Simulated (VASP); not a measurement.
Set up this calculation in VASP 6.6.1, as the native input.

```
Task                   : single point
Functional             : PBE
Potentials or basis    : VASP PAW PBE potentials, release 64 (B, N)
Cutoff                 : 520 eV
k mesh                 : 12 × 12 × 12
Occupations            : gaussian, width 0.05 eV
Spin                   : no spin polarisation
Dipole correction      : no
Further INCAR settings : ALGO = Normal; EDIFF = 1e-06; NBANDS = 11
```

The structure of BN lies in POSCAR:

```
BN
1.0
    0.0000000000      1.9646737274      1.6985162336
    1.6985162336      0.0000000000      1.6985162336
    1.6985162336      1.9646737274      0.0000000000
B N
1 1
Direct
    0.0000000000      0.0000000000      0.0000000000
    0.7500000000      0.7500000000      0.7500000000
```

This cell differs from its parent crystal: volume 5.668 Å^3 an atom, c/a of the conventional cell 1.1567.

The input as run:

INCAR

```
  PREC = Accurate
  ENCUT = 520
  EDIFF = 1E-6
  ISMEAR = 0
  SIGMA = 0.05
  LREAL = F
  LASPH = T
  NELM = 60
  ALGO = Normal
  ISIF = 2
  LWAVE = F
  LCHARG = F
  GGA = PE
  NBANDS = 11
```

KPOINTS

```
Automatic mesh
0
Gamma
  12 12 12
```

Potentials or basis: VASP PAW PBE potentials, release 64 (B, N).

Launch:

```bash
$ cat potpaw_PBE.64/B/POTCAR potpaw_PBE.64/N/POTCAR > POTCAR
$ mpirun -np 1 vasp_std > vasp.out
```

It gave:

```yaml
Pressure: 20.3 GPa
Band_gap_on_the_k_mesh: 3.13 eV, indirect (least direct gap 7.73 eV)
```

Wall time 15 s on 1 thread of AMD EPYC 9R45 (Zen 5), with other jobs on the host, peak memory 0.09 GiB.
